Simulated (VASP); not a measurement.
# Os (P6_3/mmc) in VASP: electric field gradients with PBEsol

Aim: the electric field gradients of Os with PBEsol.

Everything below comes from runs of VASP 6.6.1. Logs are shortened: lines on timing, memory, paths and dates and some standing lists are left out, and cuts for length are marked.

**1. The cell of the first run**

It takes space group P6_3/mmc (No. 194, hexagonal). Conventional cell: a = 2.789 Å, b = 2.789 Å, c = 4.320 Å, α = 90.00°, β = 90.00°, γ = 120.00°. Os (site symmetry -6m2) has 12 Os at 2.69 to 2.79 Å within 3.6 Å.

**2. Electric field gradients, PBEsol (equal xx and yy strain of +2 %)**

INCAR

```
PREC = Accurate
ENCUT = 520
EDIFF = 1E-8
ISMEAR = -1
SIGMA = 0.08
LREAL = False
LASPH = True
NELM = 60
ALGO = Normal
ISIF = 2
LWAVE = False
LCHARG = False
GGA = PS
LEFG = True
NBANDS = 15
```

KPOINTS

```
regular mesh
0
Gamma
  17 17 10
```

POSCAR

```
Os
1.0
    2.7887819750      0.0000000000      0.0000000000
   -1.3943909876      2.4151560360      0.0000000000
    0.0000000000      0.0000000000      4.3197000000
Os
2
Direct
    0.3333333333      0.6666666667      0.2500000000
    0.6666666667      0.3333333333      0.7500000000
```

Potentials or basis: VASP PAW PBE potentials, release 64 (Os).

Run with:

```sh
$ cat potpaw_PBE.64/Os/POTCAR > POTCAR
$ mpirun -np 1 vasp_std > vasp.out
```

OUTCAR:

```text
PREC = Accurate
   ENCUT = 520
   EDIFF = 1E-8
   ISMEAR = -1
   LREAL = False
   LASPH = True
   NELM = 60
   ISIF = 2
   GGA = PS

 ion  position               nearest neighbor table
   1  0.333  0.667  0.250-   2 2.69   2 2.69   2 2.69   2 2.69   2 2.69   2 2.69
   2  0.667  0.333  0.750-   1 2.69   1 2.69   1 2.69   1 2.69   1 2.69   1 2.69

  LATTYP: Found a hexagonal cell.
 ALAT       =     2.7887819750
 C/A-ratio  =     1.5489557946

  Lattice vectors:

 A1 = (   2.7887819750,   0.0000000000,   0.0000000000)
 A2 = (  -1.3943909876,   2.4151560360,   0.0000000000)
 A3 = (   0.0000000000,   0.0000000000,   4.3197000000)

Analysis of symmetry for initial positions (statically):
=====================================================================
 Subroutine PRICEL returns:
 Original cell was already a primitive cell.

 Routine SETGRP: Setting up the symmetry group for a
 hexagonal supercell.

 Subroutine GETGRP returns: Found 24 space group operations
 (whereof 12 operations were pure point group operations)
 out of a pool of 24 trial point group operations.

The static configuration has the point symmetry D_3d.
 The point group associated with its full space group is D_6h.

Analysis of symmetry for dynamics (positions and initial velocities):
=====================================================================
 Subroutine PRICEL returns:
 Original cell was already a primitive cell.

 Routine SETGRP: Setting up the symmetry group for a
 hexagonal supercell.

 Subroutine GETGRP returns: Found 24 space group operations
 (whereof 12 operations were pure point group operations)
 out of a pool of 24 trial point group operations.

The dynamic configuration has the point symmetry D_3d.
 The point group associated with its full space group is D_6h.

 Subroutine INISYM returns: Found 24 space group operations
 (whereof 12 operations are pure point group operations),
 and found     1 'primitive' translations

----------------------------------------------------------------------------------------

                                     Primitive cell

  volume of cell :      29.0947

  direct lattice vectors                    reciprocal lattice vectors
     2.788781975  0.000000000  0.000000000     0.358579483  0.207025961  0.000000000
    -1.394390988  2.415156036  0.000000000     0.000000000  0.414051923  0.000000000
     0.000000000  0.000000000  4.319700000     0.000000000  0.000000000  0.231497558

  length of vectors
     2.788781975  2.788781975  4.319700000     0.414051923  0.414051923  0.231497558

  position of ions in fractional coordinates (direct lattice)
     0.333333333  0.666666667  0.250000000
     0.666666667  0.333333333  0.750000000

  ion indices of the primitive-cell ions
   primitive index   ion index
                 1           1
                 2           2

----------------------------------------------------------------------------------------

 KPOINTS: regular mesh

Automatic generation of k-mesh.
 Grid dimensions read from file:
 generate k-points for:   17   17   10

 Generating k-lattice:

  Cartesian coordinates                     Fractional coordinates (reciprocal lattice)
     0.021092911  0.012177998  0.000000000     0.058823529  0.000000000  0.000000000
     0.000000000  0.024355995  0.000000000     0.000000000  0.058823529  0.000000000
     0.000000000  0.000000000  0.023149756     0.000000000  0.000000000  0.100000000

  Length of vectors
     0.024355995  0.024355995  0.023149756

  Shift w.r.t. Gamma in fractional coordinates (k-lattice)
     0.000000000  0.000000000  0.000000000

 Subroutine IBZKPT returns following result:
 ===========================================

 Found    198 irreducible k-points:

 Following reciprocal coordinates:
            Coordinates               Weight
  0.000000  0.000000  0.000000      1.000000
  0.058824  0.000000  0.000000      6.000000
  0.117647 -0.000000  0.000000      6.000000
  0.176471  0.000000  0.000000      6.000000
  0.235294 -0.000000  0.000000      6.000000
  0.294118  0.000000  0.000000      6.000000
[... 16 lines left out ...]
  0.411765  0.117647  0.000000     12.000000
  0.176471  0.176471  0.000000      6.000000
 [... further k-points ...]
   k-points           NKPTS =    198   k-points in BZ     NKDIM =    198   number of bands    NBANDS=     15
   number of dos      NEDOS =    301   number of ions     NIONS =      2
   total plane-waves  NPLWV =  18432
   dimension x,y,z NGX =    24 NGY =   24 NGZ =   32
   dimension x,y,z NGXF=    48 NGYF=   48 NGZF=   64
   ions per type =               2
   NGX,Y,Z   is equivalent  to a cutoff of  14.31, 14.31, 12.32 a.u.
   NGXF,Y,Z  is equivalent  to a cutoff of  28.61, 28.61, 24.63 a.u.
 SYSTEM =  unknown system
   PREC   = accura    normal or accurate (medium, high low for compatibility)
   ISTART =      0    job   : 0-new  1-cont  2-samecut
   ICHARG =      2    charge: 1-file 2-atom 10-const
   ISPIN  =      1    spin polarized calculation?
   LNONCOLLINEAR =      F non collinear calculations
   LSORBIT =      F    spin-orbit coupling
   LASPH  =      T    aspherical Exc in radial PAW
   ENCUT  =  520.0 eV  38.22 Ry    6.18 a.u.   5.19  5.19  8.03*2*pi/ulx,y,z
   NELM   =     60;   NELMIN=  2; NELMDL= -5     # of ELM steps
   EDIFF  = 0.1E-07   stopping-criterion for ELM
   LREAL  =      F    real-space projection
   EDIFFG = 0.1E-06   stopping-criterion for IOM
   NSW    =      0    number of steps for IOM
   IBRION =     -1    ionic relax: 0-MD 1-quasi-New 2-CG
   NFREE  =      0    steps in history (QN), initial steepest desc. (CG)
   ISIF   =      2    stress and relaxation
   ISYM   =      2    0-nonsym 1-usesym 2-fastsym
   POTIM  = 0.5000    time-step for ionic-motion
   TEBEG  =    0.0;   TEEND  =   0.0 temperature during run
   PSTRESS=    0.0 pullay stress
   NELECT =      16.0000    total number of electrons
   NUPDOWN=      -1.0000    fix difference up-down
   EMIN   =  10.00;   EMAX   =-10.00  energy-range for DOS
   EFERMI =   0.00;   METHOD = LEGACY
   ISMEAR =    -1;   SIGMA  =   0.08  broadening in eV -4-tet -1-fermi 0-gaus
   EFERMI_NEDOS =   21; number of points for ismear=-14 and -15
   IALGO  =     38    algorithm
   IMIX   =      4    mixing-type and parameters
     AMIX     =   0.40;   BMIX     =  1.00
     AMIX_MAG =   1.60;   BMIX_MAG =  1.00
  volume/ion in A,a.u.               =      14.55        98.17
  Fermi-wavevector in a.u.,A,eV,Ry     =   1.341252  2.534599 24.476294  1.798957
  Thomas-Fermi vector in A             =   2.469500
   LORBIT       =      0    0 simple, 1 ext, 2 COOP (PROOUT), +10 PAW based schemes
   GGA     = PS    functional components
   LHFCALC =     F    Hartree Fock is set to
   AEXX    =    0.0000 exact exchange contribution
   IVDW    =     0    specifies the selected vdW correction
   LEPSILON=     F    determine dielectric tensor
   LRPA    =     F    only Hartree local field effects (RPA)
 non-spin polarized calculation
  energy-cutoff  :      520.00
  volume of cell :       29.09
 maximum number of plane-waves:       797
 NGX is ok and might be reduce to    24
   NGX = 11   NGY = 11   NGZ = 17

 number of electron      15.9999997 magnetization

 Free energy of the ion-electron system (eV)
  ---------------------------------------------------
  ext. energy  EPLUGINS =         0.00000000
  ---------------------------------------------------
  free energy    TOTEN  =       -24.41557593 eV

  energy without entropy =      -24.38731992  energy(sigma->0) =      -24.40144793

 E-fermi :   8.7629     XC(G=0): -13.9302

 val. band max:        8.7291003507   @ k =   0.2941   0.0000   0.2000
 cond. band min:       8.7662522893   @ k =   0.2941   0.0000   0.0000
 fundamental gap:      0.0371519385
 Fermi energy:         8.7629451989

 k-point     1 :       0.0000    0.0000    0.0000
  band No.  band energies     occupation
      1      -1.9155      2.00000
      2       1.2898      2.00000
      3       5.7973      2.00000
      4       5.7973      2.00000
      5       6.2797      2.00000
      6       6.6419      2.00000
      7       6.6419      2.00000
      8       7.0659      2.00000
      9       7.0659      2.00000
     10       8.9434      0.18979
     11      10.3072      0.00000
     12      10.3072      0.00000
     13      17.5492      0.00000
     14      22.6675      0.00000
     15      25.7249      0.00000
[... 397 lines left out ...]
 k-point    24 :       0.1765    0.1765    0.0000
  band No.  band energies     occupation
      1       1.0481      2.00000
      2       3.1481      2.00000
      3       3.7884      2.00000
      4       3.8013      2.00000
      5       5.4210      2.00000
      6       6.0120      2.00000
      7       6.8788      2.00000
      8       8.0844      1.99959
      9       8.8887      0.34375
     10       9.7723      0.00001
     11      10.9648      0.00000
     12      17.0902      0.00000
     13      17.6806      0.00000
     14      20.8957      0.00000
     15      21.4415      0.00000

 [... further k-points ...]
[... 5 lines left out ...]
  --------------------------------------------------------------------------------------
  -------------------------------------------------------------------------------------
  Total       -3.6582326     -3.6582326     -2.1078578      0.0000000     -0.0000000     -0.0000000
  in kB     -201.4505935   -201.4505935   -116.0749594      0.0000000     -0.0000000     -0.0000000
  external PRESSURE =    -172.9920488 kB  Pullay stress =       0.0000000 kB

 VOLUME and BASIS-vectors are now :
 -----------------------------------------------------------------------------
  energy-cutoff  :      520.00
  volume of cell :       29.09
      direct lattice vectors                 reciprocal lattice vectors
     2.788781975  0.000000000  0.000000000     0.358579483  0.207025961  0.000000000
    -1.394390988  2.415156036  0.000000000     0.000000000  0.414051923  0.000000000
     0.000000000  0.000000000  4.319700000     0.000000000  0.000000000  0.231497558

 POSITION                                       TOTAL-FORCE (eV/Angst)
 -----------------------------------------------------------------------------------
     -0.00000      1.61010      1.07993         0.000000     -0.000000      0.000000
      1.39439      0.80505      3.23977        -0.000000      0.000000      0.000000
 -----------------------------------------------------------------------------------
    total drift:                               -0.000000      0.000000     -0.000000

  FREE ENERGIE OF THE ION-ELECTRON SYSTEM (eV)
  ---------------------------------------------------
  free  energy   TOTEN  =       -24.4155759307 eV

  energy  without entropy=      -24.3873199236  energy(sigma->0) =      -24.40144793

 Electric field gradients (V/A^2)
---------------------------------------------------------------------
 ion       V_xx      V_yy      V_zz      V_xy      V_xz      V_yz
---------------------------------------------------------------------
   1      57.388    57.388  -114.776    -0.000     0.000    -0.000
   2      57.388    57.388  -114.776    -0.000    -0.000     0.000
---------------------------------------------------------------------

 Electric field gradients after diagonalization (V/A^2)
 (convention: |V_zz| > |V_xx| > |V_yy|)
----------------------------------------------------------------------
 ion       V_xx      V_yy      V_zz     asymmetry (V_yy - V_xx)/ V_zz
----------------------------------------------------------------------
   1      57.388    57.388  -114.776       0.000
   2      57.388    57.388  -114.776       0.000
----------------------------------------------------------------------

           NMR quadrupolar parameters

 Cq : quadrupolar parameter    Cq=e*Q*V_zz/h
 eta: asymmetry parameters     (V_yy - V_xx)/ V_zz
 Q  : nuclear electric quadrupole moment in mb (millibarn)
----------------------------------------------------------------------
 ion       Cq(MHz)       eta       Q (mb)
----------------------------------------------------------------------
   1      -0.278       0.000       1.000
   2      -0.278       0.000       1.000
----------------------------------------------------------------------
```

It took 68 s on 1 thread of AMD EPYC 7R43 (Zen 3), shared host; peak memory 0.17 GiB.

Results:

- Free energy: -24.4156 eV
- Pressure: -17.3 GPa
- Band gap on the k mesh: zero (bands 8 and 9 overlap by 3.55 eV)
- Largest electric field gradient by atom: Os -114.8 V/Å²

Electric field gradients, principal values (V/Å²):
| atom | least | middle | greatest (by size) |
| --- | --- | --- | --- |
| 1 Os | 57.388 | 57.388 | -114.776 |
| 2 Os | 57.388 | 57.388 | -114.776 |

Caveat: the cell differs from its parent crystal (equal xx and yy strain of +2 %); the stress differs along the axes, from -20 to -12 GPa; without QUAD_EFG the Cq values of the log hold for a quadrupole moment of 1 mb, not for the nuclei; the PAW data sets were made with another functional, which shifts forces and pressure a little; spin-orbit coupling is left out, which moves the levels of the heavy elements.

The gap in the log of VASP goes by the Fermi energy; the results here count the filled bands.